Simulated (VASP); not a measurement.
A run of VASP 6.6.1 is set up as follows.

File INCAR:

```
PREC     = Accurate       # precision mode
ENCUT    = 520            # plane-wave cutoff, eV
EDIFF    = 1E-6           # SCF threshold, eV
ISMEAR   = 0              # smearing method
SIGMA    = 0.5            # smearing width, eV
LREAL    = False          # projectors in reciprocal space
LASPH    = True           # aspherical terms in the spheres
NELM     = 60             # most SCF steps
ALGO     = Normal         # electronic algorithm
ISIF     = 2              # what is computed and relaxed
LWAVE    = False          # write WAVECAR
LCHARG   = True           # write CHGCAR
GGA      = PE             # functional
LELF     = True           # ELF
LVHAR    = True         
NBANDS   = 16             # bands
```

File KPOINTS:

```
Automatic mesh
0
Gamma
  6 6 6
```

POSCAR

```
InSb
1.0
    3.7689762345      0.0000000000      0.0000000000
    0.0000000000      3.7689762345      0.0000000000
    0.0000000000      0.0000000000      3.7689762345
In Sb
1 1
Direct
    0.0000000000      0.0000000000      0.0000000000
    0.5000000000      0.5000000000      0.5000000000
```

Potentials or basis: VASP PAW PBE potentials, release 64 (In_d, Sb).

Command:

```console
$ cat potpaw_PBE.64/In_d/POTCAR potpaw_PBE.64/Sb/POTCAR > POTCAR
$ mpirun -np 1 vasp_std > vasp.out
```

(1) Estimate the pressure.

(2) Estimate the band gap on the k mesh.

Answers

(1) 1.4 GPa.

(2) zero (band 9 reaches 9.06 eV, above the bottom of band 10 at 5.65 eV).

Caveat: spin-orbit coupling is left out, which moves the levels of the heavy elements.
